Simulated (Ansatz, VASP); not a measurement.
## AlN: VASP beside Ansatz

The input INCAR:

```
SYSTEM = AlN
PREC = Accurate
ENCUT = 520
EDIFF = 1E-7
ISMEAR = 0
SIGMA = 0.05
LREAL = .FALSE.
LASPH = .TRUE.
NELM = 80
ALGO = Normal
ISIF = 2
LWAVE = .FALSE.
LCHARG = .FALSE.
GGA = PS
NBANDS = 16
```

File KPOINTS:

```
regular mesh
0
G
  9 9 6
  0 0 0
```

POSCAR

```
AlN
1.0
    3.1790574166      0.0000000000      0.0000000000
   -1.5895287083      2.7531444829      0.0000000000
    0.0000000000      0.0000000000      4.2507176718
Al N
2 2
Direct
    0.3333333333      0.6666666667      0.7500000000
    0.6666666667      0.3333333333      0.2500000000
    0.3333333333      0.6666666667      0.2500000000
    0.6666666667      0.3333333333      0.7500000000
```

Input for Ansatz:

```yaml
crystal:
  lattice:
    - [3.1790574166, 0.0, 0.0]
    - [-1.5895287083, 2.7531444829, 0.0]
    - [0.0, 0.0, 4.2507176718]
  atoms:
    - { symbol: Al, position: [0.3333333333, 0.6666666667, 0.75] }
    - { symbol: Al, position: [0.6666666667, 0.3333333333, 0.25] }
    - { symbol: "N", position: [0.3333333333, 0.6666666667, 0.25] }
    - { symbol: "N", position: [0.6666666667, 0.3333333333, 0.75] }
basis:
  ecutwfc: 520.0
kpoints:
  mp_grid: { grid: [9, 9, 6] }
hamiltonian:
  xc: pbesol
  pseudopotentials: { kind: paw, azcp: { folder: soft_1 } }
scf:
  occupations: { method: gaussian, width: 0.05 }
output:
  forces: true
  stress: true
  eigenvalues: true
```

Alike in both runs: task single point; functional PBEsol; k mesh 9 × 9 × 6; occupations gaussian, width 0.05 eV; no spin polarisation.

|  | VASP | Ansatz |
| --- | --- | --- |
| version | VASP 6.6.1 | Ansatz 0.2.0 |
| potentials or method | VASP PAW PBE potentials, release 64 (Al, N), cutoff 520 eV | scalar-relativistic, plane waves, PAW |
| valence electrons in the cell | 16 | 16 |

|  | VASP | Ansatz | Ansatz less VASP |
| --- | --- | --- | --- |
| gap on the k mesh at the Fermi level (eV) | 3.59 | 3.57 | -0.017 |
| least direct gap on the mesh (eV) | 3.59 | 3.57 | -0.017 |
| pressure (GPa) | 15.2 | 15.0 | -0.11 |
| traceless stress, the component that is largest in VASP (GPa) | -12.65 | -12.50 | +0.152 |

VASP's potentials were made for PBE, not for PBEsol, and Ansatz warns of the same on its side.
